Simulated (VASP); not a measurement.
# Al (Fm-3m) in VASP: settings compared, part 2 of 2

VASP 6.6.1. The steps go on from the part before.

## 4. Single point, r2SCAN

This run uses another cell than the first one, of 13.59 Å³/atom, 0.913 times its volume.

POSCAR reads:

```
Al
1.0
    0.0000000000      1.8940106875      1.8940106875
    1.8940106875      0.0000000000      1.8940106875
    1.8940106875      1.8940106875      0.0000000000
Al
1
Direct
    0.0000000000      0.0000000000      0.0000000000
```

INCAR.step1 reads:

```
PREC = Accurate
ENCUT = 550
ISMEAR = -5
SIGMA = 0.1
LREAL = F
LASPH = T
NELM = 120
NBANDS = 8
GGA = PE
ALGO = Normal
EDIFF = 1E-5
LWAVE = T
LCHARG = F
GGA_COMPAT = F
```

INCAR.step2 reads:

```
PREC = Accurate
ENCUT = 550
EDIFF = 1E-6
ISMEAR = -5
SIGMA = 0.1
LREAL = F
LASPH = T
NELM = 120
ALGO = Normal
ISIF = 2
LWAVE = F
LCHARG = T
METAGGA = R2SCAN
LMIXTAU = T
LELF = T
LVHAR = T
NBANDS = 8
ISTART = 1
GGA_COMPAT = F
```

KPOINTS reads:

```
regular mesh
0
Gamma
  16 16 16
```

Potentials or basis: VASP PAW PBE potentials, release 64 (Al).

Started as:

```bash
$ cat potpaw_PBE.64/Al/POTCAR > POTCAR
$ cp INCAR.step1 INCAR
$ mpirun -np 1 vasp_std > vasp.out
$ cp INCAR.step2 INCAR
$ mpirun -np 1 vasp_std > vasp.out
```

OUTCAR:

```text
PREC = Accurate
   ENCUT = 550
   EDIFF = 1E-6
   ISMEAR = -5
   LREAL = F
   LASPH = T
   NELM = 120
   ISIF = 2
   METAGGA = R2SCAN
   ISTART = 1

 ion  position               nearest neighbor table
   1  0.000  0.000  0.000-

  LATTYP: Found a face centered cubic cell.
 ALAT       =     3.7880213750

  Lattice vectors:

 A1 = (   0.0000000000,   1.8940106875,   1.8940106875)
 A2 = (   1.8940106875,   0.0000000000,   1.8940106875)
 A3 = (   1.8940106875,   1.8940106875,   0.0000000000)

Analysis of symmetry for initial positions (statically):
=====================================================================
 Subroutine PRICEL returns:
 Original cell was already a primitive cell.

 Routine SETGRP: Setting up the symmetry group for a
 face centered cubic supercell.

 Subroutine GETGRP returns: Found 48 space group operations
 (whereof 48 operations were pure point group operations)
 out of a pool of 48 trial point group operations.

The static configuration has the point symmetry O_h .

Analysis of symmetry for dynamics (positions and initial velocities):
=====================================================================
 Subroutine PRICEL returns:
 Original cell was already a primitive cell.

 Routine SETGRP: Setting up the symmetry group for a
 face centered cubic supercell.

 Subroutine GETGRP returns: Found 48 space group operations
 (whereof 48 operations were pure point group operations)
 out of a pool of 48 trial point group operations.

The dynamic configuration has the point symmetry O_h .

 Subroutine INISYM returns: Found 48 space group operations
 (whereof 48 operations are pure point group operations),
 and found     1 'primitive' translations

----------------------------------------------------------------------------------------

                                     Primitive cell

  volume of cell :      13.5887

  direct lattice vectors                    reciprocal lattice vectors
     0.000000000  1.894010688  1.894010688    -0.263990063  0.263990063  0.263990063
     1.894010688  0.000000000  1.894010688     0.263990063 -0.263990063  0.263990063
     1.894010688  1.894010688  0.000000000     0.263990063  0.263990063 -0.263990063

  length of vectors
     2.678535602  2.678535602  2.678535602     0.457244201  0.457244201  0.457244201

  position of ions in fractional coordinates (direct lattice)
     0.000000000  0.000000000  0.000000000

  ion indices of the primitive-cell ions
   primitive index   ion index
                 1           1

----------------------------------------------------------------------------------------

 KPOINTS: regular mesh

Automatic generation of k-mesh.
 Grid dimensions read from file:
 generate k-points for:   16   16   16

 Generating k-lattice:

  Cartesian coordinates                     Fractional coordinates (reciprocal lattice)
    -0.016499379  0.016499379  0.016499379     0.062500000  0.000000000  0.000000000
     0.016499379 -0.016499379  0.016499379     0.000000000  0.062500000  0.000000000
     0.016499379  0.016499379 -0.016499379     0.000000000  0.000000000  0.062500000

  Length of vectors
     0.028577763  0.028577763  0.028577763

  Shift w.r.t. Gamma in fractional coordinates (k-lattice)
     0.000000000  0.000000000  0.000000000

 TETIRR: Found    570 inequivalent tetrahedra from    24576

 Subroutine IBZKPT returns following result:
 ===========================================

 Found    145 irreducible k-points:

 Following reciprocal coordinates:
            Coordinates               Weight
  0.000000  0.000000  0.000000      1.000000
  0.062500  0.000000  0.000000      8.000000
  0.125000  0.000000  0.000000      8.000000
  0.187500  0.000000  0.000000      8.000000
  0.250000  0.000000  0.000000      8.000000
  0.312500  0.000000  0.000000      8.000000
[... 16 lines left out ...]
 -0.125000  0.062500  0.000000     24.000000
 -0.062500  0.062500  0.000000     12.000000
 [... further k-points ...]
   k-points           NKPTS =    145   k-points in BZ     NKDIM =    145   number of bands    NBANDS=      8
   number of dos      NEDOS =    301   number of ions     NIONS =      1
   total plane-waves  NPLWV =   8000
   dimension x,y,z NGX =    20 NGY =   20 NGZ =   20
   dimension x,y,z NGXF=    40 NGYF=   40 NGZF=   40
   ions per type =               1
   NGX,Y,Z   is equivalent  to a cutoff of  12.41, 12.41, 12.41 a.u.
   NGXF,Y,Z  is equivalent  to a cutoff of  24.83, 24.83, 24.83 a.u.
 SYSTEM =  unknown system
   PREC   = accura    normal or accurate (medium, high low for compatibility)
   ISTART =      1    job   : 0-new  1-cont  2-samecut
   ICHARG =      0    charge: 1-file 2-atom 10-const
   ISPIN  =      1    spin polarized calculation?
   LNONCOLLINEAR =      F non collinear calculations
   LSORBIT =      F    spin-orbit coupling
   LASPH  =      T    aspherical Exc in radial PAW
   ENCUT  =  550.0 eV  40.42 Ry    6.36 a.u.   5.12  5.12  5.12*2*pi/ulx,y,z
   NELM   =    120;   NELMIN=  2; NELMDL=  0     # of ELM steps
   EDIFF  = 0.1E-05   stopping-criterion for ELM
   LREAL  =      F    real-space projection
   EDIFFG = 0.1E-04   stopping-criterion for IOM
   NSW    =      0    number of steps for IOM
   IBRION =     -1    ionic relax: 0-MD 1-quasi-New 2-CG
   NFREE  =      0    steps in history (QN), initial steepest desc. (CG)
   ISIF   =      2    stress and relaxation
   ISYM   =      2    0-nonsym 1-usesym 2-fastsym
   POTIM  = 0.5000    time-step for ionic-motion
   TEBEG  =    0.0;   TEEND  =   0.0 temperature during run
   PSTRESS=    0.0 pullay stress
   NELECT =       3.0000    total number of electrons
   NUPDOWN=      -1.0000    fix difference up-down
   EMIN   =  10.00;   EMAX   =-10.00  energy-range for DOS
   EFERMI =   0.00;   METHOD = LEGACY
   ISMEAR =    -5;   SIGMA  =   0.10  broadening in eV -4-tet -1-fermi 0-gaus
   EFERMI_NEDOS =   21; number of points for ismear=-14 and -15
   IALGO  =     38    algorithm
   IMIX   =      4    mixing-type and parameters
     AMIX     =   0.40;   BMIX     =  1.00
     AMIX_MAG =   1.60;   BMIX_MAG =  1.00
  volume/ion in A,a.u.               =      13.59        91.70
  Fermi-wavevector in a.u.,A,eV,Ry     =   0.989440  1.869771 13.319990  0.978992
  Thomas-Fermi vector in A             =   2.121039
   LORBIT       =      0    0 simple, 1 ext, 2 COOP (PROOUT), +10 PAW based schemes
   METAGGA = R2SCAN    functional components
   LHFCALC =     F    Hartree Fock is set to
   AEXX    =    0.0000 exact exchange contribution
   IVDW    =     0    specifies the selected vdW correction
   LEPSILON=     F    determine dielectric tensor
   LRPA    =     F    only Hartree local field effects (RPA)
 non-spin polarized calculation
 Fermi weights with tetrahedron method with Bloechl corrections
  energy-cutoff  :      550.00
  volume of cell :       13.59
 maximum number of plane-waves:       415
   NGX = 11   NGY = 11   NGZ = 11

 number of electron       3.0000000 magnetization

 Free energy of the ion-electron system (eV)
  ---------------------------------------------------
  ext. energy  EPLUGINS =         0.00000000
  ---------------------------------------------------
  free energy    TOTEN  =        -6.61491021 eV

  energy without entropy =       -6.61491021  energy(sigma->0) =       -6.61491021

 E-fermi :  10.1617     XC(G=0): -11.6470

 val. band max:       10.3333569339   @ k =  -0.4375   0.3750   0.0625
 cond. band min:       9.8238224671   @ k =  -0.2500   0.5000   0.2500
 fundamental gap:     -0.5095344667
 Fermi energy:        10.1616885395

 k-point     1 :       0.0000    0.0000    0.0000
  band No.  band energies     occupation
      1      -3.0926      2.00000
      2      24.6754      0.00000
      3      24.6754      0.00000
      4      24.6754      0.00000
      5      28.2740      0.00000
      6      28.2740      0.00000
      7      28.2740      0.00000
      8      29.0377      0.00000
[... 243 lines left out ...]
 k-point    24 :      -0.0625    0.0625    0.0000
  band No.  band energies     occupation
      1      -2.7523      2.00000
      2      21.5459      0.00000
      3      22.8039      0.00000
      4      25.0080      0.00000
      5      28.4927      0.00000
      6      28.8384      0.00000
      7      29.5391      0.00000
      8      30.8093      0.00000

 [... further k-points ...]

------------------------ aborting loop because EDIFF is reached ----------------------------------------

  FORCE on cell =-STRESS in cart. coord.  units (eV):
  Direction    XX          YY          ZZ          XY          YZ          ZX
  --------------------------------------------------------------------------------------
  -------------------------------------------------------------------------------------
  Total        1.7052044      1.7052044      1.7052044     -0.0000000      0.0000000      0.0000000
  in kB      201.0526247    201.0526247    201.0526247     -0.0000000      0.0000000      0.0000000
  external PRESSURE =     201.0526247 kB  Pullay stress =       0.0000000 kB

 VOLUME and BASIS-vectors are now :
 -----------------------------------------------------------------------------
  energy-cutoff  :      550.00
  volume of cell :       13.59
      direct lattice vectors                 reciprocal lattice vectors
     0.000000000  1.894010688  1.894010688    -0.263990063  0.263990063  0.263990063
     1.894010688  0.000000000  1.894010688     0.263990063 -0.263990063  0.263990063
     1.894010688  1.894010688  0.000000000     0.263990063  0.263990063 -0.263990063

 POSITION                                       TOTAL-FORCE (eV/Angst)
 -----------------------------------------------------------------------------------
      0.00000      0.00000      0.00000         0.000000      0.000000      0.000000
 -----------------------------------------------------------------------------------
    total drift:                                0.000000      0.000000     -0.000000

  FREE ENERGIE OF THE ION-ELECTRON SYSTEM (eV)
  ---------------------------------------------------
  free  energy   TOTEN  =        -6.6149102133 eV

  energy  without entropy=       -6.6149102133  energy(sigma->0) =       -6.61491021
```

OUTCAR.step1:

```text
PREC = Accurate
   ENCUT = 550
   ISMEAR = -5
   LREAL = F
   LASPH = T
   NELM = 120
[... 480 lines left out ...]

 POSITION                                       TOTAL-FORCE (eV/Angst)
 -----------------------------------------------------------------------------------
      0.00000      0.00000      0.00000         0.000000     -0.000000     -0.000000
 -----------------------------------------------------------------------------------
    total drift:                                0.000000      0.000000     -0.000000

  FREE ENERGIE OF THE ION-ELECTRON SYSTEM (eV)
  ---------------------------------------------------
  free  energy   TOTEN  =        -3.5707761887 eV

  energy  without entropy=       -3.5707761887  energy(sigma->0) =       -3.57077619
```

OSZICAR.step1:

```text
N       E                     dE             d eps       ncg     rms          rms(c)
DAV:   1    -0.184603190610E+01   -0.18460E+01   -0.98824E+02  2320   0.224E+02
DAV:   2    -0.359161299098E+01   -0.17456E+01   -0.17202E+01  3288   0.218E+01
DAV:   3    -0.359924584911E+01   -0.76329E-02   -0.76263E-02  3040   0.161E+00
DAV:   4    -0.359925864417E+01   -0.12795E-04   -0.12758E-04  3608   0.541E-02
DAV:   5    -0.359925869794E+01   -0.53768E-07   -0.54444E-07  3048   0.182E-03    0.171E+00
DAV:   6    -0.358263360975E+01    0.16625E-01   -0.81746E-04  3112   0.140E-01    0.992E-01
DAV:   7    -0.357078007802E+01    0.11854E-01   -0.26941E-03  3128   0.236E-01    0.197E-01
DAV:   8    -0.357077618873E+01    0.38893E-05   -0.11875E-05  3400   0.232E-02
   1 F= -.35707762E+01 E0= -.35707762E+01  d E =0.000000E+00
```

It took 20 s on 1 thread of Intel Xeon 6975P-C (Granite Rapids), shared host; peak memory 0.13 GiB.

What came out:

```
Free energy : -6.6149 eV
Pressure    : 20.1 GPa
```

Levels at points of the mesh, in eV from the Fermi level:
```csv
k point,band 1,band 2,band 3,band 4,band 5,band 6
"(0.00, 0.00, 0.00)",-13.25,14.51,14.51,14.51,18.11,18.11
"(0.50, 0.00, 0.00)",-5.79,-4.79,13.08,13.08,14.71,14.71
"(0.50, 0.50, 0.00)",-3.60,-1.77,5.52,7.08,7.08,12.20
```

Caveat: the PAW data sets were made with another functional, which shifts forces and pressure a little; tetrahedron occupations give inexact forces and stress in metals.

## 5. Summary

| level | cell | cutoff (eV) | smearing | gap on the mesh (eV) | pressure (GPa) |
| --- | --- | --- | --- | --- | --- |
| PBEsol | a = 2.761 Å, angles 60.0°, 1 atom | 520 | fermi-dirac 0.1 eV | none | 8.5 |
| PBEsol+D4 | a = 2.175 Å, angles 60.0°, 1 atom | 500 | fermi-dirac 0.1 eV | none | 336.5 |
| r2SCAN | a = 2.679 Å, angles 60.0°, 1 atom | 550 | tetrahedron | none | 20.1 |

Alike in all rows: task single point; potentials or basis VASP PAW PBE potentials, release 64 (Al); no spin polarisation; k mesh 16 × 16 × 16.

Caveats: the PAW data sets were made with another functional, which shifts forces and pressure a little; pairwise dispersion overbinds metals, which lowers pressure and volume (some runs); tetrahedron occupations give inexact forces and stress in metals (some runs).

Total energies depend on the potentials used, so only differences within one code and one set of settings carry meaning.
